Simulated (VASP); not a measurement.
# Yb (P6_3/mmc) in VASP: a series of runs

Yb is run at these levels: PBEsol, r2SCAN, PBE; tasks: electric field gradients.

Everything below comes from runs of VASP 6.6.1. Logs are shortened: lines on timing, memory, paths and dates and some standing lists are left out, and cuts for length are marked.

### Step 1. The cell of the first run

It takes space group P6_3/mmc (No. 194, hexagonal). The conventional cell has a = 3.880 Å, b = 3.880 Å, c = 6.386 Å, α = 90.00°, β = 90.00°, γ = 120.00°. Yb (site symmetry -6m2) has 12 Yb at 3.88 to 3.90 Å within 5.1 Å.

This isn't the form of Yb at room conditions, which is fcc.

### Step 2. Electric field gradients, PBEsol

INCAR reads:

```
ALGO = Normal ; EDIFF = 1E-8
ENCUT = 520 ; GGA = PS
ISIF = 2 ; ISMEAR = -1
LASPH = T ; LCHARG = F
LEFG = T ; LREAL = F
LWAVE = F ; NBANDS = 31
NELM = 80 ; PREC = Accurate
SIGMA = 0.03
```

KPOINTS reads:

```
k-points
0
Gamma
  11 11 6
```

POSCAR reads:

```
Yb
1.0
    3.8798991495      0.0000000000      0.0000000000
   -1.9399495748      3.3600912276      0.0000000000
    0.0000000000      0.0000000000      6.3859000000
Yb
2
Direct
    0.3333333333      0.6666666667      0.2500000000
    0.6666666667      0.3333333333      0.7500000000
```

Potentials or basis: VASP PAW PBE potentials, release 64 (Yb).

On the command line:

```bash
$ cat potpaw_PBE.64/Yb/POTCAR > POTCAR
$ mpirun -np 1 vasp_std > vasp.out
```

OUTCAR:

```text
EDIFF = 1E-8
   ENCUT = 520
   GGA = PS
   ISIF = 2
   ISMEAR = -1
   LASPH = T
   LREAL = F
   NELM = 80
   PREC = Accurate

 ion  position               nearest neighbor table
   1  0.333  0.667  0.250-
   2  0.667  0.333  0.750-

  LATTYP: Found a hexagonal cell.
 ALAT       =     3.8798991495
 C/A-ratio  =     1.6458932962

  Lattice vectors:

 A1 = (   3.8798991495,   0.0000000000,   0.0000000000)
 A2 = (  -1.9399495748,   3.3600912276,   0.0000000000)
 A3 = (   0.0000000000,   0.0000000000,   6.3859000000)

Analysis of symmetry for initial positions (statically):
=====================================================================
 Subroutine PRICEL returns:
 Original cell was already a primitive cell.

 Routine SETGRP: Setting up the symmetry group for a
 hexagonal supercell.

 Subroutine GETGRP returns: Found 24 space group operations
 (whereof 12 operations were pure point group operations)
 out of a pool of 24 trial point group operations.

The static configuration has the point symmetry D_3d.
 The point group associated with its full space group is D_6h.

Analysis of symmetry for dynamics (positions and initial velocities):
=====================================================================
 Subroutine PRICEL returns:
 Original cell was already a primitive cell.

 Routine SETGRP: Setting up the symmetry group for a
 hexagonal supercell.

 Subroutine GETGRP returns: Found 24 space group operations
 (whereof 12 operations were pure point group operations)
 out of a pool of 24 trial point group operations.

The dynamic configuration has the point symmetry D_3d.
 The point group associated with its full space group is D_6h.

 Subroutine INISYM returns: Found 24 space group operations
 (whereof 12 operations are pure point group operations),
 and found     1 'primitive' translations

----------------------------------------------------------------------------------------

                                     Primitive cell

  volume of cell :      83.2518

  direct lattice vectors                    reciprocal lattice vectors
     3.879899149  0.000000000  0.000000000     0.257738658  0.148805484  0.000000000
    -1.939949575  3.360091228  0.000000000     0.000000000  0.297610967  0.000000000
     0.000000000  0.000000000  6.385900000     0.000000000  0.000000000  0.156594998

  length of vectors
     3.879899149  3.879899150  6.385900000     0.297610967  0.297610967  0.156594998

  position of ions in fractional coordinates (direct lattice)
     0.333333333  0.666666667  0.250000000
     0.666666667  0.333333333  0.750000000

  ion indices of the primitive-cell ions
   primitive index   ion index
                 1           1
                 2           2

----------------------------------------------------------------------------------------

 KPOINTS: k-points

Automatic generation of k-mesh.
 Grid dimensions read from file:
 generate k-points for:   11   11    6

 Generating k-lattice:

  Cartesian coordinates                     Fractional coordinates (reciprocal lattice)
     0.023430787  0.013527771  0.000000000     0.090909091  0.000000000  0.000000000
     0.000000000  0.027055542  0.000000000     0.000000000  0.090909091  0.000000000
     0.000000000  0.000000000  0.026099166     0.000000000  0.000000000  0.166666667

  Length of vectors
     0.027055542  0.027055542  0.026099166

  Shift w.r.t. Gamma in fractional coordinates (k-lattice)
     0.000000000  0.000000000  0.000000000

 Subroutine IBZKPT returns following result:
 ===========================================

 Found     64 irreducible k-points:

 Following reciprocal coordinates:
            Coordinates               Weight
  0.000000  0.000000  0.000000      1.000000
  0.090909  0.000000  0.000000      6.000000
  0.181818  0.000000  0.000000      6.000000
  0.272727  0.000000  0.000000      6.000000
  0.363636  0.000000  0.000000      6.000000
  0.454545  0.000000  0.000000      6.000000
[... 16 lines left out ...]
  0.090909  0.090909  0.166667     12.000000
  0.181818  0.090909  0.166667     24.000000
 [... further k-points ...]
   k-points           NKPTS =     64   k-points in BZ     NKDIM =     64   number of bands    NBANDS=     31
   number of dos      NEDOS =    301   number of ions     NIONS =      2
   total plane-waves  NPLWV =  43200
   dimension x,y,z NGX =    30 NGY =   30 NGZ =   48
   dimension x,y,z NGXF=    60 NGYF=   60 NGZF=   96
   ions per type =               2
   NGX,Y,Z   is equivalent  to a cutoff of  12.85, 12.85, 12.50 a.u.
   NGXF,Y,Z  is equivalent  to a cutoff of  25.71, 25.71, 24.99 a.u.
 SYSTEM =  unknown system
   PREC   = accura    normal or accurate (medium, high low for compatibility)
   ISTART =      0    job   : 0-new  1-cont  2-samecut
   ICHARG =      2    charge: 1-file 2-atom 10-const
   ISPIN  =      1    spin polarized calculation?
   LNONCOLLINEAR =      F non collinear calculations
   LSORBIT =      F    spin-orbit coupling
   LASPH  =      T    aspherical Exc in radial PAW
   ENCUT  =  520.0 eV  38.22 Ry    6.18 a.u.   7.21  7.21 11.87*2*pi/ulx,y,z
   NELM   =     80;   NELMIN=  2; NELMDL= -5     # of ELM steps
   EDIFF  = 0.1E-07   stopping-criterion for ELM
   LREAL  =      F    real-space projection
   EDIFFG = 0.1E-06   stopping-criterion for IOM
   NSW    =      0    number of steps for IOM
   IBRION =     -1    ionic relax: 0-MD 1-quasi-New 2-CG
   NFREE  =      0    steps in history (QN), initial steepest desc. (CG)
   ISIF   =      2    stress and relaxation
   ISYM   =      2    0-nonsym 1-usesym 2-fastsym
   POTIM  = 0.5000    time-step for ionic-motion
   TEBEG  =    0.0;   TEEND  =   0.0 temperature during run
   PSTRESS=    0.0 pullay stress
   NELECT =      48.0000    total number of electrons
   NUPDOWN=      -1.0000    fix difference up-down
   EMIN   =  10.00;   EMAX   =-10.00  energy-range for DOS
   EFERMI =   0.00;   METHOD = LEGACY
   ISMEAR =    -1;   SIGMA  =   0.03  broadening in eV -4-tet -1-fermi 0-gaus
   EFERMI_NEDOS =   21; number of points for ismear=-14 and -15
   IALGO  =     38    algorithm
   IMIX   =      4    mixing-type and parameters
     AMIX     =   0.40;   BMIX     =  1.00
     AMIX_MAG =   1.60;   BMIX_MAG =  1.00
  volume/ion in A,a.u.               =      41.63       280.91
  Fermi-wavevector in a.u.,A,eV,Ry     =   1.362565  2.574875 25.260367  1.856585
  Thomas-Fermi vector in A             =   2.489044
   LORBIT       =      0    0 simple, 1 ext, 2 COOP (PROOUT), +10 PAW based schemes
   GGA     = PS    functional components
   LHFCALC =     F    Hartree Fock is set to
   AEXX    =    0.0000 exact exchange contribution
   IVDW    =     0    specifies the selected vdW correction
   LEPSILON=     F    determine dielectric tensor
   LRPA    =     F    only Hartree local field effects (RPA)
 non-spin polarized calculation
  energy-cutoff  :      520.00
  volume of cell :       83.25
 maximum number of plane-waves:      2256
 NGX is ok and might be reduce to    30
   NGX = 15   NGY = 15   NGZ = 23

 number of electron      48.0000033 magnetization

 Free energy of the ion-electron system (eV)
  ---------------------------------------------------
  ext. energy  EPLUGINS =         0.00000000
  ---------------------------------------------------
  free energy    TOTEN  =        -7.58836151 eV

  energy without entropy =       -7.58042214  energy(sigma->0) =       -7.58439183

 E-fermi :   1.0301     XC(G=0):  -8.9298

 val. band max:        1.0244606812   @ k =   0.1818   0.0909   0.0000
 cond. band min:       1.0384508660   @ k =   0.1818   0.1818   0.0000
 fundamental gap:      0.0139901847
 Fermi energy:         1.0300779547

 k-point     1 :       0.0000    0.0000    0.0000
  band No.  band energies     occupation
      1     -50.8071      2.00000
      2     -50.7994      2.00000
      3     -23.2676      2.00000
      4     -23.0923      2.00000
      5     -23.0923      2.00000
      6     -23.0675      2.00000
[... 23 lines left out ...]
     30       4.1931      0.00000
     31       4.8686      0.00000

 k-point     2 :       0.0909    0.0000    0.0000
  band No.  band energies     occupation
      1     -50.8066      2.00000
      2     -50.7991      2.00000
      3     -23.2623      2.00000
      4     -23.1049      2.00000
      5     -23.0962      2.00000
      6     -23.0778      2.00000
[... 740 lines left out ...]
 k-point    24 :       0.1818    0.0909    0.1667
  band No.  band energies     occupation
      1     -50.8032      2.00000
      2     -50.7981      2.00000
      3     -23.2287      2.00000
      4     -23.1574      2.00000
      5     -23.1494      2.00000
      6     -23.1131      2.00000
[... 23 lines left out ...]
     30       4.5620      0.00000
     31       4.8682      0.00000

 [... further k-points ...]
[... 5 lines left out ...]
  --------------------------------------------------------------------------------------
  -------------------------------------------------------------------------------------
  Total       -1.8482388     -1.8482388     -1.8297080      0.0000000      0.0000000      0.0000000
  in kB      -35.5692774    -35.5692774    -35.2126530      0.0000000      0.0000000      0.0000000
  external PRESSURE =     -35.4504026 kB  Pullay stress =       0.0000000 kB

 VOLUME and BASIS-vectors are now :
 -----------------------------------------------------------------------------
  energy-cutoff  :      520.00
  volume of cell :       83.25
      direct lattice vectors                 reciprocal lattice vectors
     3.879899149  0.000000000  0.000000000     0.257738658  0.148805484  0.000000000
    -1.939949575  3.360091228  0.000000000     0.000000000  0.297610967  0.000000000
     0.000000000  0.000000000  6.385900000     0.000000000  0.000000000  0.156594998

 POSITION                                       TOTAL-FORCE (eV/Angst)
 -----------------------------------------------------------------------------------
     -0.00000      2.24006      1.59648         0.000000     -0.000000     -0.000000
      1.93995      1.12003      4.78943        -0.000000      0.000000      0.000000
 -----------------------------------------------------------------------------------
    total drift:                               -0.000000      0.000000     -0.000000

  FREE ENERGIE OF THE ION-ELECTRON SYSTEM (eV)
  ---------------------------------------------------
  free  energy   TOTEN  =        -7.5883615148 eV

  energy  without entropy=       -7.5804221371  energy(sigma->0) =       -7.58439183

 Electric field gradients (V/A^2)
---------------------------------------------------------------------
 ion       V_xx      V_yy      V_zz      V_xy      V_xz      V_yz
---------------------------------------------------------------------
   1       3.947     3.945    -7.892    -0.002     0.000    -0.000
   2       3.947     3.945    -7.892    -0.002    -0.000     0.000
---------------------------------------------------------------------

 Electric field gradients after diagonalization (V/A^2)
 (convention: |V_zz| > |V_xx| > |V_yy|)
----------------------------------------------------------------------
 ion       V_xx      V_yy      V_zz     asymmetry (V_yy - V_xx)/ V_zz
----------------------------------------------------------------------
   1       3.949     3.943    -7.892       0.001
   2       3.949     3.943    -7.892       0.001
----------------------------------------------------------------------

           NMR quadrupolar parameters

 Cq : quadrupolar parameter    Cq=e*Q*V_zz/h
 eta: asymmetry parameters     (V_yy - V_xx)/ V_zz
 Q  : nuclear electric quadrupole moment in mb (millibarn)
----------------------------------------------------------------------
 ion       Cq(MHz)       eta       Q (mb)
----------------------------------------------------------------------
   1      -0.019       0.001       1.000
   2      -0.019       0.001       1.000
----------------------------------------------------------------------
```

Run time: 5.2 min. Hardware: 1 thread of Intel Xeon 6975P-C (Granite Rapids), shared host; peak memory 0.29 GiB.

What came out:

| Item | Value |
| --- | --- |
| Free energy | -7.5884 eV |
| Pressure | -3.5 GPa |
| Band gap on the k mesh | zero (bands 24 and 25 overlap by 0.12 eV) |
| Largest electric field gradient by atom | Yb -7.9 V/Å² |

Electric field gradients, principal values (V/Å²):
```csv
atom,least,middle,greatest (by size)
1 Yb,3.943,3.949,-7.892
2 Yb,3.943,3.949,-7.892
```

Caveat: the cell stands under tension; without QUAD_EFG the Cq values of the log hold for a quadrupole moment of 1 mb, not for the nuclei; the PAW data sets were made with another functional, which shifts forces and pressure a little; spin-orbit coupling is left out, which moves the levels of the heavy elements.

[end of part 1 of 3]
